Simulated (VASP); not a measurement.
# Sb (Im-3m) in VASP: settings compared, part 3 of 3

VASP 6.6.1.

### Step 4. Relaxation of cell and atoms, PBEsol+D3(BJ)

This run uses another cell than the first one, of 26.21 Å³/atom, 1.051 times its volume.

Contents of INCAR:

```
SYSTEM = Sb
PREC = Accurate ; ENCUT = 600
EDIFF = 1E-6 ; ISMEAR = -1
SIGMA = 0.05 ; LREAL = .FALSE.
LASPH = .TRUE. ; NELM = 100
ALGO = Normal ; ISIF = 3
LWAVE = .FALSE. ; LCHARG = .FALSE.
GGA = PS ; IVDW = 12
IBRION = 2 ; NSW = 60
EDIFFG = -0.01
```

Contents of KPOINTS:

```
Automatic mesh
0
G
  10 10 10
  0 0 0
```

Contents of POSCAR:

```
Sb
1.0
   -1.8713408863      1.8713408863      1.8713408863
    1.8713408863     -1.8713408863      1.8713408863
    1.8713408863      1.8713408863     -1.8713408863
Sb
1
Direct
    0.0000000000      0.0000000000      0.0000000000
```

Potentials or basis: VASP PAW PBE potentials, release 64 (Sb).

On the command line:

```console
$ cat potpaw_PBE.64/Sb/POTCAR > POTCAR
$ mpirun -np 1 vasp_std > vasp.out
```

OUTCAR:

```text
SYSTEM = Sb
   PREC = Accurate
   ENCUT = 600
   EDIFF = 1E-6
   ISMEAR = -1
   LREAL = .FALSE.
   LASPH = .TRUE.
   NELM = 100
   ISIF = 3
   GGA = PS
   IVDW = 12
   IBRION = 2
   NSW = 60
   EDIFFG = -0.01
 IVDW          = 12

 ion  position               nearest neighbor table
   1  0.000  0.000  0.000-

  LATTYP: Found a body centered cubic cell.
 ALAT       =     3.7426817726

  Lattice vectors:

 A1 = (  -1.8713408863,   1.8713408863,   1.8713408863)
 A2 = (   1.8713408863,  -1.8713408863,   1.8713408863)
 A3 = (   1.8713408863,   1.8713408863,  -1.8713408863)

Analysis of symmetry for initial positions (statically):
=====================================================================
 Subroutine PRICEL returns:
 Original cell was already a primitive cell.

 Routine SETGRP: Setting up the symmetry group for a
 body centered cubic supercell.

 Subroutine GETGRP returns: Found 48 space group operations
 (whereof 48 operations were pure point group operations)
 out of a pool of 48 trial point group operations.

The static configuration has the point symmetry O_h .

Analysis of symmetry for dynamics (positions and initial velocities):
=====================================================================
 Subroutine PRICEL returns:
 Original cell was already a primitive cell.

 Routine SETGRP: Setting up the symmetry group for a
 body centered cubic supercell.

 Subroutine GETGRP returns: Found 48 space group operations
 (whereof 48 operations were pure point group operations)
 out of a pool of 48 trial point group operations.

The dynamic configuration has the point symmetry O_h .

 Subroutine INISYM returns: Found 48 space group operations
 (whereof 48 operations are pure point group operations),
 and found     1 'primitive' translations

----------------------------------------------------------------------------------------

                                     Primitive cell

  volume of cell :      26.2131

  direct lattice vectors                    reciprocal lattice vectors
    -1.871340886  1.871340886  1.871340886     0.000000000  0.267188092  0.267188092
     1.871340886 -1.871340886  1.871340886     0.267188092  0.000000000  0.267188092
     1.871340886  1.871340886 -1.871340886     0.267188092  0.267188092  0.000000000

  length of vectors
     3.241257493  3.241257493  3.241257493     0.377861023  0.377861023  0.377861023

  position of ions in fractional coordinates (direct lattice)
     0.000000000  0.000000000  0.000000000

  ion indices of the primitive-cell ions
   primitive index   ion index
                 1           1

----------------------------------------------------------------------------------------

 KPOINTS: Automatic mesh

Automatic generation of k-mesh.
 Grid dimensions read from file:
 generate k-points for:   10   10   10

 Generating k-lattice:

  Cartesian coordinates                     Fractional coordinates (reciprocal lattice)
     0.000000000  0.026718809  0.026718809     0.100000000  0.000000000  0.000000000
     0.026718809  0.000000000  0.026718809     0.000000000  0.100000000  0.000000000
     0.026718809  0.026718809  0.000000000     0.000000000  0.000000000  0.100000000

  Length of vectors
     0.037786102  0.037786102  0.037786102

  Shift w.r.t. Gamma in fractional coordinates (k-lattice)
     0.000000000  0.000000000  0.000000000

 Subroutine IBZKPT returns following result:
 ===========================================

 Found     47 irreducible k-points:

 Following reciprocal coordinates:
            Coordinates               Weight
  0.000000  0.000000  0.000000      1.000000
  0.100000  0.000000  0.000000     12.000000
  0.200000  0.000000  0.000000     12.000000
  0.300000  0.000000  0.000000     12.000000
  0.400000  0.000000  0.000000     12.000000
  0.500000  0.000000  0.000000      6.000000
[... 16 lines left out ...]
  0.300000  0.300000  0.100000      8.000000
 -0.300000  0.300000  0.100000     24.000000
 [... further k-points ...]
   k-points           NKPTS =     47   k-points in BZ     NKDIM =     47   number of bands    NBANDS=      6
   number of dos      NEDOS =    301   number of ions     NIONS =      1
   total plane-waves  NPLWV =  21952
   dimension x,y,z NGX =    28 NGY =   28 NGZ =   28
   dimension x,y,z NGXF=    56 NGYF=   56 NGZF=   56
   ions per type =               1
   NGX,Y,Z   is equivalent  to a cutoff of  14.36, 14.36, 14.36 a.u.
   NGXF,Y,Z  is equivalent  to a cutoff of  28.72, 28.72, 28.72 a.u.
 SYSTEM =  Sb
   PREC   = accura    normal or accurate (medium, high low for compatibility)
   ISTART =      0    job   : 0-new  1-cont  2-samecut
   ICHARG =      2    charge: 1-file 2-atom 10-const
   ISPIN  =      1    spin polarized calculation?
   LNONCOLLINEAR =      F non collinear calculations
   LSORBIT =      F    spin-orbit coupling
   LASPH  =      T    aspherical Exc in radial PAW
   ENCUT  =  600.0 eV  44.10 Ry    6.64 a.u.   6.47  6.47  6.47*2*pi/ulx,y,z
   NELM   =    100;   NELMIN=  2; NELMDL= -5     # of ELM steps
   EDIFF  = 0.1E-05   stopping-criterion for ELM
   LREAL  =      F    real-space projection
   EDIFFG = -.1E-01   stopping-criterion for IOM
   NSW    =     60    number of steps for IOM
   IBRION =      2    ionic relax: 0-MD 1-quasi-New 2-CG
   NFREE  =      1    steps in history (QN), initial steepest desc. (CG)
   ISIF   =      3    stress and relaxation
   ISYM   =      2    0-nonsym 1-usesym 2-fastsym
   POTIM  = 0.5000    time-step for ionic-motion
   TEBEG  =    0.0;   TEEND  =   0.0 temperature during run
   PSTRESS=    0.0 pullay stress
   NELECT =       5.0000    total number of electrons
   NUPDOWN=      -1.0000    fix difference up-down
   EMIN   =  10.00;   EMAX   =-10.00  energy-range for DOS
   EFERMI =   0.00;   METHOD = LEGACY
   ISMEAR =    -1;   SIGMA  =   0.05  broadening in eV -4-tet -1-fermi 0-gaus
   EFERMI_NEDOS =   21; number of points for ismear=-14 and -15
   IALGO  =     38    algorithm
   IMIX   =      4    mixing-type and parameters
     AMIX     =   0.40;   BMIX     =  1.00
     AMIX_MAG =   1.60;   BMIX_MAG =  1.00
  volume/ion in A,a.u.               =      26.21       176.89
  Fermi-wavevector in a.u.,A,eV,Ry     =   0.942378  1.780837 12.083018  0.888077
  Thomas-Fermi vector in A             =   2.069982
   LORBIT       =      0    0 simple, 1 ext, 2 COOP (PROOUT), +10 PAW based schemes
   GGA     = PS    functional components
   LHFCALC =     F    Hartree Fock is set to
   AEXX    =    0.0000 exact exchange contribution
   IVDW    =    12    specifies the selected vdW correction
   LEPSILON=     F    determine dielectric tensor
   LRPA    =     F    only Hartree local field effects (RPA)
 conjugate gradient relaxation of ions
 non-spin polarized calculation
  energy-cutoff  :      600.00
  volume of cell :       26.21
 maximum number of plane-waves:       909
 NGX is ok and might be reduce to    28
   NGX = 13   NGY = 13   NGZ = 13

--------------------------------------- Ionic step        1  -------------------------------------------

 number of electron       5.0000000 magnetization

 Free energy of the ion-electron system (eV)
  ---------------------------------------------------
  ext. energy  EPLUGINS =         0.00000000
  ---------------------------------------------------
  free energy    TOTEN  =        -4.37535340 eV

  energy without entropy =       -4.36634367  energy(sigma->0) =       -4.37084854

------------------------ aborting loop because EDIFF is reached ----------------------------------------

 Edisp (eV)   -0.52061

 E8    (eV) :    -0.3570
[... 69 lines left out ...]
--------------------------------------- Ionic step        3  -------------------------------------------

 number of electron       5.0000000 magnetization

 Free energy of the ion-electron system (eV)
  ---------------------------------------------------
  ext. energy  EPLUGINS =         0.00000000
  ---------------------------------------------------
  free energy    TOTEN  =        -4.36140374 eV

  energy without entropy =       -4.35206893  energy(sigma->0) =       -4.35673633

 E-fermi :   9.3197     XC(G=0): -10.6613

 val. band max:        9.3132689113   @ k =   0.3000   0.1000   0.1000
 cond. band min:       9.3892745857   @ k =   0.2000   0.2000   0.0000
 fundamental gap:      0.0760056744
 Fermi energy:         9.3197365754

 k-point     1 :       0.0000    0.0000    0.0000
  band No.  band energies     occupation
      1      -4.1450      2.00000
      2      15.4396      0.00000
      3      15.4396      0.00000
      4      15.4396      0.00000
      5      20.2369      0.00000
      6      20.2369      0.00000
[... 199 lines left out ...]
 k-point    24 :      -0.3000    0.3000    0.1000
  band No.  band energies     occupation
      1      -1.9234      2.00000
      2       7.6738      2.00000
      3      11.4796      0.00000
      4      12.9170      0.00000
      5      17.1767      0.00000
      6      18.0890      0.00000

 [... further k-points ...]

------------------------ aborting loop because EDIFF is reached ----------------------------------------

 Edisp (eV)   -0.54839

 E8    (eV) :    -0.3763
[... 24 lines left out ...]
  FREE ENERGIE OF THE ION-ELECTRON SYSTEM (eV)
  ---------------------------------------------------
  free  energy   TOTEN  =        -4.9097984390 eV

  energy  without entropy=       -4.9004636364  energy(sigma->0) =       -4.90513104

 reached required accuracy - stopping structural energy minimisation
```

Run time: 27 s. Hardware: 1 thread of Intel Xeon 8259CL, shared host; peak memory 0.17 GiB.

Results:

```
Free energy                            : -4.9098 eV
Relaxed volume                         : 24.95 Å³/atom
Relaxed cell                           : a = 3.188 Å, b = 3.188 Å, c = 3.188 Å, α = 109.47°, β = 109.47°, γ = 109.47°
Space group after relaxing (to 0.05 Å) : Im-3m (No. 229)
Energy gained by relaxing              : 13.8 meV/atom
Ionic steps                            : 3
Pressure after relaxing                : 0.0 GPa
Dispersion energy per atom             : -0.548 eV
```

Step by step:
```csv
step,energy change (eV),largest force (eV/Å),pressure (GPa),volume (Å³)
1,0.0000,0.0000,-3.37,26.21
2,-0.0079,0.0000,2.52,24.18
3,-0.0138,0.0000,0.00,24.95
```

Final structure:
```
Sb
1.0
    -1.84082    1.84082    1.84082
     1.84082   -1.84082    1.84082
     1.84082    1.84082   -1.84082
Sb
1
Direct
  0.00000 0.00000 0.00000
```

Levels at points of the mesh, in eV from the Fermi level:
```
           k point  band 1  band 2  band 3  band 4  band 5  band 6
(0.00, 0.00, 0.00)  -13.46    6.12    6.12    6.12   10.92   10.92
(0.50, 0.00, 0.00)   -8.95   -6.08    1.88    3.99    6.70    7.06
(0.50, 0.50, 0.50)   -5.22   -2.16   -2.16   -2.16    2.80    2.80
```

Caveat: the PAW data sets were made with another functional, which shifts forces and pressure a little; spin-orbit coupling is left out, which moves the levels of the heavy elements; pairwise dispersion overbinds metals, which lowers pressure and volume.

### Step 5. Relaxation of cell and atoms, PBEsol+D4

This run uses another cell than the first one, of 26.21 Å³/atom, 1.051 times its volume.

Contents of INCAR:

```
SYSTEM = Sb
  PREC = Accurate
  ENCUT = 600
  EDIFF = 1E-6
  ISMEAR = -1
  SIGMA = 0.05
  LREAL = .FALSE.
  LASPH = .TRUE.
  NELM = 60
  ALGO = Normal
  ISIF = 3
  LWAVE = .FALSE.
  LCHARG = .FALSE.
  GGA = PS
  IVDW = 13
  IBRION = 2
  NSW = 60
  EDIFFG = -0.01
```

Contents of KPOINTS:

```
regular mesh
0
G
  10 10 10
  0 0 0
```

POSCAR is that of step 4.

Potentials or basis: VASP PAW PBE potentials, release 64 (Sb).

On the command line:

```console
$ cat potpaw_PBE.64/Sb/POTCAR > POTCAR
$ mpirun -np 1 vasp_std > vasp.out
```

OUTCAR:

```text
SYSTEM = Sb
   PREC = Accurate
   ENCUT = 600
   EDIFF = 1E-6
   ISMEAR = -1
   LREAL = .FALSE.
   LASPH = .TRUE.
   NELM = 60
   ISIF = 3
   GGA = PS
   IVDW = 13
   IBRION = 2
   NSW = 60
   EDIFFG = -0.01

 ion  position               nearest neighbor table
   1  0.000  0.000  0.000-

  LATTYP: Found a body centered cubic cell.
 ALAT       =     3.7426817726

  Lattice vectors:

 A1 = (  -1.8713408863,   1.8713408863,   1.8713408863)
 A2 = (   1.8713408863,  -1.8713408863,   1.8713408863)
 A3 = (   1.8713408863,   1.8713408863,  -1.8713408863)

Analysis of symmetry for initial positions (statically):
=====================================================================
 Subroutine PRICEL returns:
 Original cell was already a primitive cell.

 Routine SETGRP: Setting up the symmetry group for a
[... 244 lines left out ...]

 number of electron       5.0000000 magnetization

 Free energy of the ion-electron system (eV)
  ---------------------------------------------------
  ext. energy  EPLUGINS =         0.00000000
  ---------------------------------------------------
  free energy    TOTEN  =        -4.37046085 eV

  energy without entropy =       -4.36122339  energy(sigma->0) =       -4.36584212

 E-fermi :   9.0444     XC(G=0): -10.5741

 val. band max:        9.0408278126   @ k =   0.3000   0.1000   0.1000
 cond. band min:       9.1151847559   @ k =   0.5000   0.5000   0.3000
 fundamental gap:      0.0743569433
 Fermi energy:         9.0444129117

 k-point     1 :       0.0000    0.0000    0.0000
  band No.  band energies     occupation
      1      -4.2519      2.00000
      2      14.9982      0.00000
      3      14.9982      0.00000
      4      14.9982      0.00000
      5      19.8825      0.00000
      6      19.8825      0.00000
[... 199 lines left out ...]
 k-point    24 :      -0.3000    0.3000    0.1000
  band No.  band energies     occupation
      1      -2.0750      2.00000
      2       7.4043      2.00000
      3      11.1576      0.00000
      4      12.5681      0.00000
      5      16.8363      0.00000
      6      17.7614      0.00000

 [... further k-points ...]

------------------------ aborting loop because EDIFF is reached ----------------------------------------

  DFT-D4 for vdW energy calculation

  Edisp (eV):   -0.34402
[... 24 lines left out ...]
  FREE ENERGIE OF THE ION-ELECTRON SYSTEM (eV)
  ---------------------------------------------------
  free  energy   TOTEN  =        -4.7144847425 eV

  energy  without entropy=       -4.7052472801  energy(sigma->0) =       -4.70986601

 reached required accuracy - stopping structural energy minimisation
```

CONTCAR:

```text
Sb
   1.00000000000000
    -1.8530513127959825    1.8530513127959825    1.8530513127959825
     1.8530513127959825   -1.8530513127959825    1.8530513127959825
     1.8530513127959825    1.8530513127959825   -1.8530513127959825
  Sb
     1
Direct
     0.0000000000000000    0.0000000000000000    0.0000000000000000

  0.00000000E+00  0.00000000E+00  0.00000000E+00
```

It took 28 s on 1 thread of Intel Xeon 8259CL, shared host; peak memory 0.16 GiB.

Results:

```yaml
Free_energy: -4.7145 eV
Relaxed_volume: 25.45 Å³/atom
Relaxed_cell: a = 3.210 Å, b = 3.210 Å, c = 3.210 Å, α = 109.47°, β = 109.47°, γ = 109.47°
Space_group_after_relaxing_to_0.05_Å: Im-3m (No. 229)
Energy_gained_by_relaxing: 4.9 meV/atom
Ionic_steps: 3
Pressure_after_relaxing: 0.0 GPa
Dispersion_energy_per_atom: -0.344 eV
```

The path:
```csv
step,energy change (eV),largest force (eV/Å),pressure (GPa),volume (Å³)
1,0.0000,0.0000,-2.02,26.21
2,-0.0029,0.0000,1.41,24.98
3,-0.0049,0.0000,0.01,25.45
```

Final structure:
```xyz
1
Lattice="-1.8531 1.8531 1.8531 1.8531 -1.8531 1.8531 1.8531 1.8531 -1.8531" Properties=species:S:1:pos:R:3 pbc="T T T"
Sb    0.0000    0.0000    0.0000
```

Caveat: the PAW data sets were made with another functional, which shifts forces and pressure a little; spin-orbit coupling is left out, which moves the levels of the heavy elements; pairwise dispersion overbinds metals, which lowers pressure and volume.

### Step 6. Overview

```csv
task,level,cell,cutoff (eV),gap on the mesh (eV),pressure (GPa),relaxed volume (Å³/atom)
single point,PBEsol+D3(BJ),"a = 3.188 Å, angles 109.5°, 1 atom",520,none,0.0,-
single point,PBEsol+D4,"a = 3.210 Å, angles 109.5°, 1 atom",520,none,0.0,-
relaxation of cell and atoms,PBEsol+D3(BJ),"relaxed from a = 3.241 Å, angles 109.5°, 1 atom",600,none,0.0,24.95
relaxation of cell and atoms,PBEsol+D4,"relaxed from a = 3.241 Å, angles 109.5°, 1 atom",600,none,0.0,25.45
```

Alike in all rows: potentials or basis VASP PAW PBE potentials, release 64 (Sb); no spin polarisation; k mesh 10 × 10 × 10; smearing fermi-dirac 0.05 eV.

Caveats: the PAW data sets were made with another functional, which shifts forces and pressure a little; spin-orbit coupling is left out, which moves the levels of the heavy elements; pairwise dispersion overbinds metals, which lowers pressure and volume.

Total energies depend on the potentials used, so only differences within one code and one set of settings carry meaning.
